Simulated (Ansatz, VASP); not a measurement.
One calculation of CaB2, two programs

INCAR

```
SYSTEM = CaB2
  ALGO = Normal
  EDIFF = 1E-6
  EDIFFG = -0.01
  ENCUT = 600
  GGA = PE
  IBRION = 2
  ISIF = 3
  ISMEAR = 0
  LASPH = .True.
  LCHARG = .False.
  LREAL = .False.
  LWAVE = .False.
  NELM = 80
  NSW = 100
  PREC = Accurate
  SIGMA = 0.1
```

File KPOINTS:

```
k-points
0
Gamma
  6 6 6
  0 0 0
```

The input POSCAR:

```
CaB2
1.0
    5.9183708851      0.0000000000      0.0000000000
    0.0000000000      5.9183708851      0.0000000000
    0.0000000000      0.0000000000      5.9183708851
Ca B
2 4
Direct
    0.0000000000      0.0000000000      0.0000000000
    0.5000000000      0.5000000000      0.5000000000
    0.2500000000      0.2500000000      0.2500000000
    0.2500000000      0.7500000000      0.7500000000
    0.7500000000      0.7500000000      0.2500000000
    0.7500000000      0.2500000000      0.7500000000
```

Input for Ansatz:

```yaml
crystal:
  lattice:
    - [5.9183708851, 0.0, 0.0]
    - [0.0, 5.9183708851, 0.0]
    - [0.0, 0.0, 5.9183708851]
  atoms:
    - { symbol: Ca, position: [0.0, 0.0, 0.0] }
    - { symbol: Ca, position: [0.5, 0.5, 0.5] }
    - { symbol: B, position: [0.25, 0.25, 0.25] }
    - { symbol: B, position: [0.25, 0.75, 0.75] }
    - { symbol: B, position: [0.75, 0.75, 0.25] }
    - { symbol: B, position: [0.75, 0.25, 0.75] }
basis:
  ecutwfc: 420
kpoints:
  mp_grid: { grid: [6, 6, 6] }
hamiltonian:
  xc: pbe
scf:
  occupations: { method: gaussian, width: 0.1 }
output:
  forces: true
  stress: true
  eigenvalues: true
relax:
  adjacent_minimum: "off"
  f_tol: 0.01
  max_steps: 80
  cell: { stress_tol: 0.05 }
```

Alike in both runs: task relaxation of cell and atoms; functional PBE; k mesh 6 × 6 × 6; occupations gaussian, width 0.1 eV; no spin polarisation.

```csv
,VASP,Ansatz
version,VASP 6.6.1,Ansatz 0.2.0
potentials or method,"VASP PAW PBE potentials, release 64 (Ca_sv, B), cutoff 600 eV","scalar-relativistic, plane waves, PAW"
valence electrons in the cell,32,32
```

```tsv
	VASP	Ansatz	Ansatz less VASP
gap on the k mesh at the Fermi level, each at its own relaxed structure (eV)	none	none	-
relaxed volume (Å³/atom)	34.12	34.07	-0.051
relaxed length of the cell vector where the two differ most in proportion (Å)	5.894	5.891	-0.0029
```

A gap of «none» marks a metal or a gap that the smearing closes.
